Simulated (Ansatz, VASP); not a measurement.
# ReW4: VASP beside Ansatz

INCAR

```
PREC = Accurate
ENCUT = 520
EDIFF = 1E-6
ISMEAR = -1
SIGMA = 0.1
LREAL = False
LASPH = True
NELM = 100
ALGO = Normal
ISIF = 2
LWAVE = False
LCHARG = False
LDIPOL = True
IDIPOL = 3
DIPOL = 0.5 0.5 0.500
NBANDS = 40
```

KPOINTS

```
regular mesh
0
Gamma
  14 14 1
```

POSCAR

```
ReW4
1.0
    2.7149357195      0.0000000000      0.0000000000
   -0.9049785732      2.5596659437      0.0000000000
    0.0000000000      0.0000000000     24.8669000000
W Re
4 1
Direct
    0.0000000000      0.0000000000      0.3246951021
    0.5000000000      0.5000000000      0.4106369042
    0.5000000000      0.5000000000      0.5893630965
    0.0000000000      0.0000000000      0.6753048969
    0.0000000000      0.0000000000      0.5000000002
```

Input for Ansatz:

```yaml
crystal:
  lattice:
    - [2.7149357195, 0.0, 0.0]
    - [-0.9049785732, 2.5596659437, 0.0]
    - [0.0, 0.0, 24.8669]
  atoms:
    - { symbol: W, position: [0.0, 0.0, 0.3246951021] }
    - { symbol: W, position: [0.5, 0.5, 0.4106369042] }
    - { symbol: Re, position: [0.0, 0.0, 0.5000000002] }
    - { symbol: W, position: [0.5, 0.5, 0.5893630965] }
    - { symbol: W, position: [0.0, 0.0, 0.6753048969] }
kpoints:
  mp_grid: { grid: [14, 14, 1] }
scf:
  occupations: { method: fermi_dirac, width: 0.1 }
hamiltonian:
  xc: lda
  pseudopotentials: { kind: paw }
output:
  forces: true
  stress: true
  eigenvalues: true
efield:
  axis: 3
  amplitude: 0
  dipole_correction: true
```

Alike in both runs: task single point; functional LDA; k mesh 14 × 14 × 1; occupations fermi-dirac, width 0.1 eV; no spin polarisation.

|  | VASP | Ansatz |
| --- | --- | --- |
| version | VASP 6.6.1 | Ansatz 0.2.0 |
| potentials or method | VASP PAW LDA potentials, release 64 (W_sv, Re) | PAW with Ansatz's default frozen-core files, scalar-relativistic |
| plane-wave cutoff (eV) | 520 | 420 |
| valence electrons in the cell | 63 | 71 |

```tsv
	VASP	Ansatz	Ansatz less VASP
rms of the force components (eV/Å)	0.081	0.094	+0.0134
```

LDA's correlation is that of Perdew and Zunger in VASP and of Perdew and Wang (1992) in Ansatz. VASP's potentials hold 63 valence electrons a cell and Ansatz's 71, so a difference there can come from the potentials and not from the codes.

Neither program's run includes spin-orbit coupling.
